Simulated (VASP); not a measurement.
Set up this calculation in VASP 6.6.1, as the native input.

```
Task                   : single point
Functional             : PBEsol
Potentials or basis    : VASP PAW PBE potentials, release 64 (Hf_pv, N)
Cutoff                 : 520 eV
k mesh                 : 10 × 10 × 5
Occupations            : fermi-dirac, width 0.05 eV
Spin                   : no spin polarisation
Dipole correction      : no
Further INCAR settings : ALGO = Normal; EDIFF = 1e-06; NBANDS = 23
```

The structure of HfN lies in POSCAR:

```
HfN
1.0
    3.1339080219      0.0000000000      0.0000000000
   -1.5669540110      2.7140439601      0.0000000000
    0.0000000000      0.0000000000      5.4167677200
Hf N
2 2
Direct
    0.3336620000      0.6541600000      0.2504860000
    0.6614420000      0.3356560000      0.7499240000
    0.0076370000     -0.0035320000      0.4917730000
    0.0046040000      0.0022350000     -0.0066630000
```

This cell differs from its parent crystal: atoms moved at random.

These files were run (other wordings do the same):

INCAR

```
SYSTEM = HfN
ALGO     = Normal         ! electronic algorithm
EDIFF    = 1E-6           ! SCF threshold, eV
ENCUT    = 520            ! plane-wave cutoff, eV
GGA      = PS             ! functional
ISIF     = 2              ! what is computed and relaxed
ISMEAR   = -1             ! smearing method
LASPH    = .TRUE.         ! aspherical terms in the spheres
LCHARG   = .FALSE.        ! write CHGCAR
LREAL    = .FALSE.        ! projectors in reciprocal space
LWAVE    = .FALSE.        ! write WAVECAR
NBANDS   = 23             ! bands
NELM     = 100            ! most SCF steps
PREC     = Accurate       ! precision mode
SIGMA    = 0.05           ! smearing width, eV
```

KPOINTS

```
k-points
0
G
  10 10 5
  0 0 0
```

Potentials or basis: VASP PAW PBE potentials, release 64 (Hf_pv, N).

Command:

```console
$ cat potpaw_PBE.64/Hf_pv/POTCAR potpaw_PBE.64/N/POTCAR > POTCAR
$ mpirun -np 1 vasp_std > vasp.out
```

Results of the run:

| Item | Value |
| --- | --- |
| Pressure | -4.1 GPa |
| Largest force | 0.569 eV/Å |
| Band gap on the k mesh | zero (band 15 reaches 9.18 eV, above the bottom of band 16 at 7.48 eV) |

Caveat: the cell differs from its parent crystal (atoms moved at random); the PAW data sets were made with another functional, which shifts forces and pressure a little; spin-orbit coupling is left out, which moves the levels of the heavy elements.

Wall time 72 s on 1 thread of Intel(R) Xeon(R) 6975P-C (Granite Rapids), on a shared host, peak memory 0.33 GiB.
